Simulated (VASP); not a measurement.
Wanted: the native input for a VASP 6.6.1 run.

```
Task                   : relaxation of cell and atoms
Functional             : PBE
Potentials or basis    : VASP PAW PBE potentials, release 64 (In_d, Sb, Te)
Cutoff                 : 600 eV
k mesh                 : 8 × 8 × 8
Occupations            : gaussian, width 0.1 eV
Spin                   : no spin polarisation
Dipole correction      : no
Further INCAR settings : ALGO = Normal; EDIFF = 1e-06; IBRION = 2; EDIFFG = -0.01; NSW = 100; ISIF = 3
```

The structure of InSbTe3 lies in POSCAR:

```
InSbTe3
1.0
    5.5365298400      0.0000000000      0.0000000000
    0.0000000000      5.5365298400      0.0000000000
    0.0000000000      0.0000000000      5.5365298400
In Sb Te
1 1 3
Direct
    0.5000000000      0.5000000000      0.5000000000
    0.0000000000      0.0000000000      0.0000000000
    0.0000000000      0.5000000000      0.5000000000
    0.5000000000      0.5000000000      0.0000000000
    0.5000000000      0.0000000000      0.5000000000
```

These files were run (other wordings do the same):

INCAR

```
SYSTEM = InSbTe3
PREC     = Accurate       ! precision mode
ENCUT    = 600            ! plane-wave cutoff, eV
EDIFF    = 1E-6           ! SCF threshold, eV
ISMEAR   = 0              ! smearing method
SIGMA    = 0.1            ! smearing width, eV
LREAL    = .False.        ! projectors in reciprocal space
LASPH    = .True.         ! aspherical terms in the spheres
NELM     = 100            ! most SCF steps
ALGO     = Normal         ! electronic algorithm
ISIF     = 3              ! what is computed and relaxed
LWAVE    = .False.        ! write WAVECAR
LCHARG   = .False.        ! write CHGCAR
GGA      = PE             ! functional
IBRION   = 2              ! ionic algorithm
NSW      = 100            ! ionic steps
EDIFFG   = -0.01          ! ionic threshold
```

KPOINTS

```
Automatic mesh
0
Gamma
  8 8 8
  0 0 0
```

Potentials or basis: VASP PAW PBE potentials, release 64 (In_d, Sb, Te).

Launch:

```bash
$ cat potpaw_PBE.64/In_d/POTCAR potpaw_PBE.64/Sb/POTCAR potpaw_PBE.64/Te/POTCAR > POTCAR
$ mpirun -np 1 vasp_std > vasp.out
```

Results of the run:

- Relaxed volume: 35.51 Å³/atom
- Relaxed cell: a = 5.620 Å, b = 5.620 Å, c = 5.620 Å, α = 90.00°, β = 90.00°, γ = 90.00°
- Space group after relaxing (to 0.05 Å): Pm-3m (No. 221)
- Energy gained by relaxing: 8.4 meV/atom
- Ionic steps: 3
- Pressure after relaxing: 0.0 GPa
- Band gap on the k mesh: zero (band 18 reaches 5.27 eV, above the bottom of band 19 at 3.93 eV)

Caveat: spin-orbit coupling is left out, which moves the levels of the heavy elements.

Wall time 2.3 min on 1 thread of Intel(R) Xeon(R) 6975P-C (Granite Rapids), with other jobs on the host, peak memory 0.45 GiB.
